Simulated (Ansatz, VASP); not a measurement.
**One calculation of W, two programs**

```
W
1.0
     0.00000    2.08075    2.03000
     2.03000    0.00000    2.03000
     2.03000    2.08075    0.00000
W
1
Cartesian
  0.0000 0.0000 0.0000
```

Change from the starting cell: strain +0.0250 x Voigt [0, 1, 0, 0, 0, 0], atoms carried along.

Alike in both runs: task single point; functional r2SCAN; k mesh 20 × 20 × 20; occupations gaussian, width 0.15 eV; no spin polarisation.

|  | VASP | Ansatz |
| --- | --- | --- |
| version | VASP 6.6.1 | Ansatz 0.2.0 |
| potentials or method | VASP PAW PBE potentials, release 64 (W_sv), cutoff 520 eV | scalar-relativistic, plane waves, PAW |
| valence electrons in the cell | 14 | 14 |

|  | VASP | Ansatz | Ansatz less VASP |
| --- | --- | --- | --- |
| gap on the k mesh at the Fermi level (eV) | none | none | - |
| pressure (GPa) | -14.2 | -15.0 | -0.85 |
| traceless stress, the component that is largest in VASP (GPa) | 6.03 | 6.01 | -0.016 |

VASP's potentials were made for PBE, not for r2SCAN. A gap of «none» marks a metal or a gap that the smearing closes.

Spin-orbit coupling is off throughout.
